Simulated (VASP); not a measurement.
# SiC (F-43m) in VASP: a series of runs, part 2 of 2

VASP 6.6.1. Earlier steps stand in the parts before.

**4. Single point, PBE (9.56 Å³/atom)**

This run uses another cell than the first one, of 9.56 Å³/atom.

INCAR

```
PREC = Accurate ; ENCUT = 600
EDIFF = 1E-6 ; ISMEAR = 0
SIGMA = 0.02 ; LREAL = F
LASPH = T ; NELM = 120
ALGO = Normal ; ISIF = 2
LWAVE = F ; LCHARG = T
GGA = PE ; LELF = T
LVHAR = T ; NBANDS = 11
GGA_COMPAT = F
```

KPOINTS

```
Automatic mesh
0
Gamma
  10 10 10
```

POSCAR

```
SiC
1.0
    0.0000000000      2.1221001957      2.1221001957
    2.1221001957      0.0000000000      2.1221001957
    2.1221001957      2.1221001957      0.0000000000
Si C
1 1
Direct
    0.0000000000      0.0000000000      0.0000000000
    0.2500000000      0.2500000000      0.2500000000
```

Potentials or basis: VASP PAW PBE potentials, release 64 (Si, C).

Command:

```console
cat potpaw_PBE.64/Si/POTCAR potpaw_PBE.64/C/POTCAR > POTCAR
mpirun -np 1 vasp_std > vasp.out
```

OUTCAR:

```text
PREC = Accurate
   ENCUT = 600
   EDIFF = 1E-6
   ISMEAR = 0
   LREAL = F
   LASPH = T
   NELM = 120
   ISIF = 2
   GGA = PE

 ion  position               nearest neighbor table
   1  0.000  0.000  0.000-   2 1.84   2 1.84   2 1.84   2 1.84
   2  0.250  0.250  0.250-   1 1.84   1 1.84   1 1.84   1 1.84

  LATTYP: Found a face centered cubic cell.
 ALAT       =     4.2442003914

  Lattice vectors:

 A1 = (   0.0000000000,   2.1221001957,   2.1221001957)
 A2 = (   2.1221001957,   0.0000000000,   2.1221001957)
 A3 = (   2.1221001957,   2.1221001957,   0.0000000000)
[... 511 lines left out ...]
      6      14.9843      0.00000
      7      21.5264      0.00000
      8      21.7243      0.00000
      9      23.7613      0.00000
     10      27.8556      0.00000
     11      31.4991      0.00000

 [... further k-points ...]
[... 5 lines left out ...]
  --------------------------------------------------------------------------------------
  -------------------------------------------------------------------------------------
  Total        2.8426872      2.8426872      2.8426872      0.0000000      0.0000000      0.0000000
  in kB      238.2933927    238.2933927    238.2933927      0.0000000      0.0000000      0.0000000
  external PRESSURE =     238.2933927 kB  Pullay stress =       0.0000000 kB

 VOLUME and BASIS-vectors are now :
 -----------------------------------------------------------------------------
  energy-cutoff  :      600.00
  volume of cell :       19.11
      direct lattice vectors                 reciprocal lattice vectors
     0.000000000  2.122100196  2.122100196    -0.235615642  0.235615642  0.235615642
     2.122100196  0.000000000  2.122100196     0.235615642 -0.235615642  0.235615642
     2.122100196  2.122100196  0.000000000     0.235615642  0.235615642 -0.235615642

 POSITION                                       TOTAL-FORCE (eV/Angst)
 -----------------------------------------------------------------------------------
      0.00000      0.00000      0.00000         0.000000      0.000000      0.000000
      1.06105      1.06105      1.06105        -0.000000     -0.000000     -0.000000
 -----------------------------------------------------------------------------------
    total drift:                                0.000000      0.000000      0.000000

  FREE ENERGIE OF THE ION-ELECTRON SYSTEM (eV)
  ---------------------------------------------------
  free  energy   TOTEN  =       -14.9311925386 eV

  energy  without entropy=      -14.9311925386  energy(sigma->0) =      -14.93119254
```

Wall time 5.6 s (1 thread of Intel Xeon Platinum 8488C (Sapphire Rapids), shared host); peak memory 0.13 GiB.

What came out:

```
Free energy            : -14.9312 eV
Pressure               : 23.8 GPa
Band gap on the k mesh : 1.28 eV (least direct gap 4.62 eV)
```

Levels at points of the mesh, in eV from the valence-band top:
```tsv
k point	band 2	band 3	band 4	band 5	band 6	band 7
(0.00, 0.00, 0.00)	0.00	0.00	0.00	7.17	7.88	7.88
(0.50, 0.00, 0.00)	-8.98	-1.07	-1.07	6.17	7.56	7.56
(0.50, 0.50, 0.00)	-8.06	-3.34	-3.34	1.28	4.61	14.98
```

Caveat: the cell stands under pressure.

**5. Single point, PBE**

This run uses another cell than the first one, of 10.50 Å³/atom.

INCAR

```
SYSTEM = SiC
PREC = Accurate
ENCUT = 600
EDIFF = 1E-6
ISMEAR = 0
SIGMA = 0.02
LREAL = .False.
LASPH = .True.
NELM = 120
ALGO = Normal
ISIF = 2
LWAVE = .False.
LCHARG = .False.
GGA = PE
NBANDS = 11
GGA_COMPAT = .False.
```

KPOINTS

```
Automatic mesh
0
Gamma
  10 10 10
  0 0 0
```

POSCAR

```
SiC
1.0
    0.0000000000      2.1898721209      2.1898721209
    2.1898721209      0.0000000000      2.1898721209
    2.1898721209      2.1898721209      0.0000000000
Si C
1 1
Direct
    0.0000000000      0.0000000000      0.0000000000
    0.2500000000      0.2500000000      0.2500000000
```

Command:

```console
cat potpaw_PBE.64/Si/POTCAR potpaw_PBE.64/C/POTCAR > POTCAR
mpirun -np 1 vasp_std > vasp.out
```

Run time: 12 s. Hardware: 1 thread of Intel Xeon Platinum 8488C (Sapphire Rapids), shared host; peak memory 0.14 GiB.

It converged, with:

```yaml
Free_energy: -15.0622 eV
Pressure: -0.2 GPa
Band_gap_on_the_k_mesh: 1.37 eV (least direct gap 4.53 eV)
```

Levels at points of the mesh, in eV from the valence-band top:
```tsv
k point	band 1	band 2	band 3	band 4	band 5	band 6	band 7	band 8	band 9
(0.00, 0.00, 0.00)	-15.29	0.00	0.00	0.00	6.06	7.21	7.21	7.21	14.42
(0.50, 0.00, 0.00)	-11.78	-8.45	-1.05	-1.05	5.30	7.17	7.17	9.97	16.02
(0.50, 0.50, 0.00)	-10.34	-7.75	-3.16	-3.16	1.37	4.27	13.86	13.86	14.59
```

**6. The runs side by side**

```csv
cell,k mesh,smearing,gap on the mesh (eV),pressure (GPa)
"a = 3.082 Å, angles 60.0°, 2 atoms",8 × 8 × 8,gaussian 0.1 eV,1.36,3.1
"a = 3.034 Å, angles 60.0°, 2 atoms",10 × 10 × 10,gaussian 0.02 eV,1.31,14.6
"a = 3.001 Å, angles 60.0°, 2 atoms",10 × 10 × 10,gaussian 0.02 eV,1.28,23.8
"a = 3.097 Å, angles 60.0°, 2 atoms",10 × 10 × 10,gaussian 0.02 eV,1.37,-0.2
```

Alike in all rows: task single point; level PBE; potentials or basis VASP PAW PBE potentials, release 64 (Si, C); no spin polarisation; cutoff (eV) 600.

Caveats: the cell stands under pressure (at least some runs).

Absolute energies hang on the potentials; compare differences alone.

**7. Against experiment**

Step 5. Against the measured gap of SiC, 2.4 eV (indirect; quoted in “Insight into the structural, elastic and electronic properties of a new orthorhombic 6O-SiC polytype”, 2020, pmc:7200658), the calculated 1.37 eV is off by -1.03 eV. The value is that of PBE on a finite k mesh, which can miss the band edges, without temperature or zero-point motion. Semilocal functionals fall short of measured gaps as a rule.
